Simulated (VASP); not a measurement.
# CuAu (P4/mmm) in VASP: a series of runs

CuAu is run at these levels: PBE, r2SCAN; tasks: electric field gradients.

All numbers are computed with VASP 6.6.1; they aren't measurements. Logs are shortened: lines on timing, memory, paths and dates and some standing lists are left out, and cuts for length are marked.

### Step 1. The cell of the first run

It takes space group P4/mmm (No. 123, tetragonal). The conventional cell has a = 2.800 Å, b = 2.800 Å, c = 3.670 Å, α = 90.00°, β = 90.00°, γ = 90.00°. Cu (site symmetry 4/mmm) has 8 Au at 2.70 Å and 4 Cu at 2.80 Å within 3.6 Å. Within 3.6 Å of Au (site symmetry 4/mmm) lie 8 Cu at 2.70 Å and 4 Au at 2.80 Å.

### Step 2. Electric field gradients, PBE

Input file INCAR:

```
SYSTEM = CuAu
ALGO     = Normal         ! electronic algorithm
EDIFF    = 1E-8           ! SCF threshold, eV
ENCUT    = 520            ! plane-wave cutoff, eV
GGA      = PE             ! functional
ISIF     = 2              ! what is computed and relaxed
ISMEAR   = -1             ! smearing method
LASPH    = .TRUE.         ! aspherical terms in the spheres
LCHARG   = .FALSE.        ! write CHGCAR
LEFG     = .TRUE.       
LREAL    = .FALSE.        ! projectors in reciprocal space
LWAVE    = .FALSE.        ! write WAVECAR
NBANDS   = 18             ! bands
NELM     = 80             ! most SCF steps
PREC     = Accurate       ! precision mode
SIGMA    = 0.05           ! smearing width, eV
```

Input file KPOINTS:

```
k-points
0
G
  11 11 8
  0 0 0
```

Input file POSCAR:

```
CuAu
1.0
    2.8000000000      0.0000000000      0.0000000000
    0.0000000000      2.8000000000      0.0000000000
    0.0000000000      0.0000000000      3.6700000000
Cu Au
1 1
Direct
    0.5000000000      0.5000000000      0.5000000000
    0.0000000000      0.0000000000      0.0000000000
```

Potentials or basis: VASP PAW PBE potentials, release 64 (Cu, Au).

Started as:

```console
cat potpaw_PBE.64/Cu/POTCAR potpaw_PBE.64/Au/POTCAR > POTCAR
mpirun -np 1 vasp_std > vasp.out
```

OUTCAR:

```text
SYSTEM = CuAu
   EDIFF = 1E-8
   ENCUT = 520
   GGA = PE
   ISIF = 2
   ISMEAR = -1
   LASPH = .TRUE.
   LREAL = .FALSE.
   NELM = 80
   PREC = Accurate

 ion  position               nearest neighbor table
   1  0.500  0.500  0.500-   2 2.70   2 2.70   2 2.70   2 2.70   2 2.70   2 2.70   2 2.70   2 2.70

   2  0.000  0.000  0.000-   1 2.70   1 2.70   1 2.70   1 2.70   1 2.70   1 2.70   1 2.70   1 2.70

  LATTYP: Found a simple tetragonal cell.
 ALAT       =     2.8000000000
 C/A-ratio  =     1.3107142857

  Lattice vectors:

 A1 = (   2.8000000000,   0.0000000000,   0.0000000000)
 A2 = (   0.0000000000,   2.8000000000,   0.0000000000)
 A3 = (   0.0000000000,   0.0000000000,   3.6700000000)

Analysis of symmetry for initial positions (statically):
=====================================================================
 Subroutine PRICEL returns:
 Original cell was already a primitive cell.

 Routine SETGRP: Setting up the symmetry group for a
 simple tetragonal supercell.

 Subroutine GETGRP returns: Found 16 space group operations
 (whereof 16 operations were pure point group operations)
 out of a pool of 16 trial point group operations.

The static configuration has the point symmetry D_4h.

Analysis of symmetry for dynamics (positions and initial velocities):
=====================================================================
 Subroutine PRICEL returns:
 Original cell was already a primitive cell.

 Routine SETGRP: Setting up the symmetry group for a
 simple tetragonal supercell.

 Subroutine GETGRP returns: Found 16 space group operations
 (whereof 16 operations were pure point group operations)
 out of a pool of 16 trial point group operations.

The dynamic configuration has the point symmetry D_4h.

 Subroutine INISYM returns: Found 16 space group operations
 (whereof 16 operations are pure point group operations),
 and found     1 'primitive' translations

----------------------------------------------------------------------------------------

                                     Primitive cell

  volume of cell :      28.7728

  direct lattice vectors                    reciprocal lattice vectors
     2.800000000  0.000000000  0.000000000     0.357142857  0.000000000  0.000000000
     0.000000000  2.800000000  0.000000000     0.000000000  0.357142857  0.000000000
     0.000000000  0.000000000  3.670000000     0.000000000  0.000000000  0.272479564

  length of vectors
     2.800000000  2.800000000  3.670000000     0.357142857  0.357142857  0.272479564

  position of ions in fractional coordinates (direct lattice)
     0.500000000  0.500000000  0.500000000
     0.000000000  0.000000000  0.000000000

  ion indices of the primitive-cell ions
   primitive index   ion index
                 1           1
                 2           2

----------------------------------------------------------------------------------------

 KPOINTS: k-points

Automatic generation of k-mesh.
 Grid dimensions read from file:
 generate k-points for:   11   11    8

 Generating k-lattice:

  Cartesian coordinates                     Fractional coordinates (reciprocal lattice)
     0.032467532  0.000000000  0.000000000     0.090909091  0.000000000  0.000000000
     0.000000000  0.032467532  0.000000000     0.000000000  0.090909091  0.000000000
     0.000000000  0.000000000  0.034059946     0.000000000  0.000000000  0.125000000

  Length of vectors
     0.032467532  0.032467532  0.034059946

  Shift w.r.t. Gamma in fractional coordinates (k-lattice)
     0.000000000  0.000000000  0.000000000

 Subroutine IBZKPT returns following result:
 ===========================================

 Found    105 irreducible k-points:

 Following reciprocal coordinates:
            Coordinates               Weight
  0.000000  0.000000  0.000000      1.000000
  0.090909  0.000000  0.000000      4.000000
  0.181818  0.000000  0.000000      4.000000
  0.272727  0.000000  0.000000      4.000000
  0.363636  0.000000  0.000000      4.000000
  0.454545  0.000000  0.000000      4.000000
[... 16 lines left out ...]
  0.090909  0.000000  0.125000      8.000000
  0.181818  0.000000  0.125000      8.000000
 [... further k-points ...]
   k-points           NKPTS =    105   k-points in BZ     NKDIM =    105   number of bands    NBANDS=     18
   number of dos      NEDOS =    301   number of ions     NIONS =      2
   total plane-waves  NPLWV =  16128
   dimension x,y,z NGX =    24 NGY =   24 NGZ =   28
   dimension x,y,z NGXF=    48 NGYF=   48 NGZF=   56
   ions per type =               1   1
   NGX,Y,Z   is equivalent  to a cutoff of  14.25, 14.25, 12.68 a.u.
   NGXF,Y,Z  is equivalent  to a cutoff of  28.50, 28.50, 25.37 a.u.
 SYSTEM =  CuAu
   PREC   = accura    normal or accurate (medium, high low for compatibility)
   ISTART =      0    job   : 0-new  1-cont  2-samecut
   ICHARG =      2    charge: 1-file 2-atom 10-const
   ISPIN  =      1    spin polarized calculation?
   LNONCOLLINEAR =      F non collinear calculations
   LSORBIT =      F    spin-orbit coupling
   LASPH  =      T    aspherical Exc in radial PAW
   ENCUT  =  520.0 eV  38.22 Ry    6.18 a.u.   5.21  5.21  6.82*2*pi/ulx,y,z
   NELM   =     80;   NELMIN=  2; NELMDL= -5     # of ELM steps
   EDIFF  = 0.1E-07   stopping-criterion for ELM
   LREAL  =      F    real-space projection
   EDIFFG = 0.1E-06   stopping-criterion for IOM
   NSW    =      0    number of steps for IOM
   IBRION =     -1    ionic relax: 0-MD 1-quasi-New 2-CG
   NFREE  =      0    steps in history (QN), initial steepest desc. (CG)
   ISIF   =      2    stress and relaxation
   ISYM   =      2    0-nonsym 1-usesym 2-fastsym
   POTIM  = 0.5000    time-step for ionic-motion
   TEBEG  =    0.0;   TEEND  =   0.0 temperature during run
   PSTRESS=    0.0 pullay stress
   NELECT =      22.0000    total number of electrons
   NUPDOWN=      -1.0000    fix difference up-down
   EMIN   =  10.00;   EMAX   =-10.00  energy-range for DOS
   EFERMI =   0.00;   METHOD = LEGACY
   ISMEAR =    -1;   SIGMA  =   0.05  broadening in eV -4-tet -1-fermi 0-gaus
   EFERMI_NEDOS =   21; number of points for ismear=-14 and -15
   IALGO  =     38    algorithm
   IMIX   =      4    mixing-type and parameters
     AMIX     =   0.40;   BMIX     =  1.00
     AMIX_MAG =   1.60;   BMIX_MAG =  1.00
  volume/ion in A,a.u.               =      14.39        97.08
  Fermi-wavevector in a.u.,A,eV,Ry     =   1.497000  2.828919 30.490762  2.241008
  Thomas-Fermi vector in A             =   2.608944
   LORBIT       =      0    0 simple, 1 ext, 2 COOP (PROOUT), +10 PAW based schemes
   GGA     = PE    functional components
   LHFCALC =     F    Hartree Fock is set to
   AEXX    =    0.0000 exact exchange contribution
   IVDW    =     0    specifies the selected vdW correction
   LEPSILON=     F    determine dielectric tensor
   LRPA    =     F    only Hartree local field effects (RPA)
 non-spin polarized calculation
  energy-cutoff  :      520.00
  volume of cell :       28.77
 maximum number of plane-waves:       797
 NGX is ok and might be reduce to    24
   NGX = 11   NGY = 11   NGZ = 13

 number of electron      22.0000009 magnetization

 Free energy of the ion-electron system (eV)
  ---------------------------------------------------
  ext. energy  EPLUGINS =         0.00000000
  ---------------------------------------------------
  free energy    TOTEN  =        -7.03959151 eV

  energy without entropy =       -7.03436733  energy(sigma->0) =       -7.03697942

 E-fermi :   8.9472     XC(G=0): -12.7338

 val. band max:        8.8983459603   @ k =   0.1818   0.1818   0.3750
 cond. band min:       8.9536800153   @ k =   0.2727   0.0909   0.3750
 fundamental gap:      0.0553340550
 Fermi energy:         8.9471738999

 k-point     1 :       0.0000    0.0000    0.0000
  band No.  band energies     occupation
      1      -0.9739      2.00000
      2       2.1993      2.00000
      3       2.3644      2.00000
      4       4.7964      2.00000
      5       4.7964      2.00000
      6       5.8710      2.00000
[... 10 lines left out ...]
     17      25.8605      0.00000
     18      26.3358      0.00000

 k-point     2 :       0.0909    0.0000    0.0000
  band No.  band energies     occupation
      1      -0.7795      2.00000
      2       2.2959      2.00000
      3       2.4776      2.00000
      4       4.6770      2.00000
      5       4.8419      2.00000
      6       5.7858      2.00000
[... 10 lines left out ...]
     17      26.4140      0.00000
     18      27.3072      0.00000

 k-point     3 :       0.1818    0.0000    0.0000
  band No.  band energies     occupation
      1      -0.2272      2.00000
      2       2.4974      2.00000
      3       2.8725      2.00000
      4       4.3480      2.00000
      5       4.9726      2.00000
      6       5.5504      2.00000
[... 10 lines left out ...]
     17      26.1651      0.00000
     18      28.0507      0.00000

 k-point     4 :       0.2727    0.0000    0.0000
  band No.  band energies     occupation
      1       0.5837      2.00000
      2       2.7633      2.00000
      3       3.4746      2.00000
      4       3.9174      2.00000
      5       5.1694      2.00000
      6       5.2359      2.00000
[... 375 lines left out ...]
      4       4.8344      2.00000
      5       4.8344      2.00000
      6       5.9012      2.00000
[... 10 lines left out ...]
     17      25.7629      0.00000
     18      27.4481      0.00000

 k-point    23 :       0.0909    0.0000    0.1250
  band No.  band energies     occupation
      1      -0.5900      2.00000
      2       2.3306      2.00000
      3       2.5425      2.00000
      4       4.6982      2.00000
      5       4.8675      2.00000
      6       5.8163      2.00000
[... 10 lines left out ...]
     17      26.6174      0.00000
     18      27.7949      0.00000

 k-point    24 :       0.1818    0.0000    0.1250
  band No.  band energies     occupation
      1      -0.0486      2.00000
      2       2.5287      2.00000
      3       2.9388      2.00000
      4       4.3376      2.00000
      5       4.9531      2.00000
      6       5.5853      2.00000
[... 10 lines left out ...]
     17      26.4028      0.00000
     18      27.2604      0.00000

 [... further k-points ...]
[... 5 lines left out ...]
  --------------------------------------------------------------------------------------
  -------------------------------------------------------------------------------------
  Total        1.1702918      1.1702918      1.2020287      0.0000000      0.0000000      0.0000000
  in kB       65.1662354     65.1662354     66.9334632      0.0000000      0.0000000      0.0000000
  external PRESSURE =      65.7553113 kB  Pullay stress =       0.0000000 kB

 VOLUME and BASIS-vectors are now :
 -----------------------------------------------------------------------------
  energy-cutoff  :      520.00
  volume of cell :       28.77
      direct lattice vectors                 reciprocal lattice vectors
     2.800000000  0.000000000  0.000000000     0.357142857  0.000000000  0.000000000
     0.000000000  2.800000000  0.000000000     0.000000000  0.357142857  0.000000000
     0.000000000  0.000000000  3.670000000     0.000000000  0.000000000  0.272479564

 POSITION                                       TOTAL-FORCE (eV/Angst)
 -----------------------------------------------------------------------------------
      1.40000      1.40000      1.83500         0.000000      0.000000      0.000000
      0.00000      0.00000      0.00000         0.000000      0.000000      0.000000
 -----------------------------------------------------------------------------------
    total drift:                                0.000000      0.000000     -0.000000

  FREE ENERGIE OF THE ION-ELECTRON SYSTEM (eV)
  ---------------------------------------------------
  free  energy   TOTEN  =        -7.0395915114 eV

  energy  without entropy=       -7.0343673262  energy(sigma->0) =       -7.03697942

 Electric field gradients (V/A^2)
---------------------------------------------------------------------
 ion       V_xx      V_yy      V_zz      V_xy      V_xz      V_yz
---------------------------------------------------------------------
   1       6.739     6.739   -13.479     0.000     0.000     0.000
   2     -39.990   -39.990    79.980    -0.000    -0.000    -0.000
---------------------------------------------------------------------

 Electric field gradients after diagonalization (V/A^2)
 (convention: |V_zz| > |V_xx| > |V_yy|)
----------------------------------------------------------------------
 ion       V_xx      V_yy      V_zz     asymmetry (V_yy - V_xx)/ V_zz
----------------------------------------------------------------------
   1       6.739     6.739   -13.479       0.000
   2     -39.990   -39.990    79.980       0.000
----------------------------------------------------------------------

           NMR quadrupolar parameters

 Cq : quadrupolar parameter    Cq=e*Q*V_zz/h
 eta: asymmetry parameters     (V_yy - V_xx)/ V_zz
 Q  : nuclear electric quadrupole moment in mb (millibarn)
----------------------------------------------------------------------
 ion       Cq(MHz)       eta       Q (mb)
----------------------------------------------------------------------
   1      -0.033       0.000       1.000
   2       0.193       0.000       1.000
----------------------------------------------------------------------
```

It took 43 s on 1 thread of Intel Xeon 6975P-C, shared host; peak memory 0.19 GiB.

What came out:

```
Free energy            : -7.0396 eV
Pressure               : 6.6 GPa
Band gap on the k mesh : zero (band 11 reaches 13.15 eV, above the bottom of band 12 at 6.92 eV)
```

Stress tensor (GPa, compression positive):
```
6.52 0.00 0.00
0.00 6.52 0.00
0.00 0.00 6.69
```

Levels at points of the mesh, in eV from the Fermi level:
```csv
k point,band 9,band 10,band 11,band 12,band 13,band 14
"(0.00, 0.00, 0.00)",-1.74,-1.51,-1.51,2.06,8.10,10.04
"(0.00, 0.00, 0.50)",-2.41,-2.39,-2.39,-2.03,14.36,14.63
```

Electric field gradients, principal values (V/Å²):
| atom | least | middle | greatest (by size) |
| --- | --- | --- | --- |
| 1 Cu | 6.739 | 6.739 | -13.479 |
| 2 Au | -39.990 | -39.990 | 79.980 |

Caveat: without QUAD_EFG the Cq values of the log hold for a quadrupole moment of 1 mb, not for the nuclei; spin-orbit coupling is left out, which moves the levels of the heavy elements.

### Step 3. Electric field gradients, r2SCAN

POSCAR is that of step 2.

Input file INCAR.step1:

```
SYSTEM = CuAu
  PREC = Accurate
  ENCUT = 520
  ISMEAR = -1
  SIGMA = 0.05
  LREAL = .False.
  LASPH = .True.
  NELM = 80
  NBANDS = 18
  GGA = PE
  ALGO = Normal
  EDIFF = 1E-4
  LWAVE = .True.
  LCHARG = .False.
```

Input file INCAR.step2:

```
SYSTEM = CuAu
  PREC = Accurate
  ENCUT = 520
  EDIFF = 1E-8
  ISMEAR = -1
  SIGMA = 0.05
  LREAL = .False.
  LASPH = .True.
  NELM = 80
  ALGO = Normal
  ISIF = 2
  LWAVE = .False.
  LCHARG = .False.
  METAGGA = R2SCAN
  LMIXTAU = .True.
  LEFG = .True.
  NBANDS = 18
  ISTART = 1
```

Input file KPOINTS:

```
Automatic mesh
0
Gamma
  12 12 9
  0 0 0
```

Potentials or basis: VASP PAW PBE potentials, release 64 (Cu, Au).

Started as:

```console
cat potpaw_PBE.64/Cu/POTCAR potpaw_PBE.64/Au/POTCAR > POTCAR
cp INCAR.step1 INCAR
mpirun -np 1 vasp_std > vasp.out
cp INCAR.step2 INCAR
mpirun -np 1 vasp_std > vasp.out
```

OUTCAR:

```text
SYSTEM = CuAu
   PREC = Accurate
   ENCUT = 520
   EDIFF = 1E-8
   ISMEAR = -1
   LREAL = .False.
   LASPH = .True.
   NELM = 80
   ISIF = 2
   METAGGA = R2SCAN
   ISTART = 1

 ion  position               nearest neighbor table
   1  0.500  0.500  0.500-   2 2.70   2 2.70   2 2.70   2 2.70   2 2.70   2 2.70   2 2.70   2 2.70

   2  0.000  0.000  0.000-   1 2.70   1 2.70   1 2.70   1 2.70   1 2.70   1 2.70   1 2.70   1 2.70

  LATTYP: Found a simple tetragonal cell.
 ALAT       =     2.8000000000
[... 722 lines left out ...]
  ---------------------------------------------------
  free  energy   TOTEN  =       -61.5373394096 eV

  energy  without entropy=      -61.5307530066  energy(sigma->0) =      -61.53404621

 Electric field gradients (V/A^2)
---------------------------------------------------------------------
 ion       V_xx      V_yy      V_zz      V_xy      V_xz      V_yz
---------------------------------------------------------------------
   1       5.402     5.402   -10.804    -0.000     0.000    -0.000
   2     -46.966   -46.966    93.933     0.000    -0.000    -0.000
---------------------------------------------------------------------

 Electric field gradients after diagonalization (V/A^2)
 (convention: |V_zz| > |V_xx| > |V_yy|)
----------------------------------------------------------------------
 ion       V_xx      V_yy      V_zz     asymmetry (V_yy - V_xx)/ V_zz
----------------------------------------------------------------------
   1       5.402     5.402   -10.804       0.000
   2     -46.966   -46.966    93.933       0.000
----------------------------------------------------------------------

           NMR quadrupolar parameters

 Cq : quadrupolar parameter    Cq=e*Q*V_zz/h
 eta: asymmetry parameters     (V_yy - V_xx)/ V_zz
 Q  : nuclear electric quadrupole moment in mb (millibarn)
----------------------------------------------------------------------
 ion       Cq(MHz)       eta       Q (mb)
----------------------------------------------------------------------
   1      -0.026       0.000       1.000
   2       0.227       0.000       1.000
----------------------------------------------------------------------
```

OUTCAR.step1:

```text
SYSTEM = CuAu
   PREC = Accurate
   ENCUT = 520
   ISMEAR = -1
   LREAL = .False.
   LASPH = .True.
[... 727 lines left out ...]
      1.40000      1.40000      1.83500         0.000000      0.000000      0.000000
      0.00000      0.00000      0.00000         0.000000      0.000000      0.000000
 -----------------------------------------------------------------------------------
    total drift:                                0.000000      0.000000     -0.000000

  FREE ENERGIE OF THE ION-ELECTRON SYSTEM (eV)
  ---------------------------------------------------
  free  energy   TOTEN  =        -7.0366000470 eV

  energy  without entropy=       -7.0294877022  energy(sigma->0) =       -7.03304387
```

Run time: 3.1 min. Hardware: 1 thread of Intel Xeon 6975P-C, shared host; peak memory 0.21 GiB.

What came out:

```yaml
Free_energy: -61.5373 eV
Pressure: 2.2 GPa
Band_gap_on_the_k_mesh: zero (band 11 reaches 14.15 eV, above the bottom of band 12 at 6.66 eV)
```

Stress tensor (GPa, compression positive):
```
2.85 0.00 0.00
0.00 2.85 0.00
0.00 0.00 0.89
```

Levels at points of the mesh, in eV from the Fermi level:
```csv
k point,band 9,band 10,band 11,band 12,band 13,band 14
"(0.00, 0.00, 0.00)",-1.78,-1.53,-1.53,2.29,8.61,10.65
"(0.50, 0.00, 0.00)",-2.49,-2.26,-0.87,-0.11,9.93,10.03
"(0.50, 0.50, 0.00)",-1.43,-1.43,0.78,0.78,5.46,7.46
```

Electric field gradients, principal values (V/Å²):
| atom | least | middle | greatest (by size) |
| --- | --- | --- | --- |
| 1 Cu | 5.402 | 5.402 | -10.804 |
| 2 Au | -46.966 | -46.966 | 93.933 |

Caveat: without QUAD_EFG the Cq values of the log hold for a quadrupole moment of 1 mb, not for the nuclei; the PAW data sets were made with another functional, which shifts forces and pressure a little; spin-orbit coupling is left out, which moves the levels of the heavy elements.
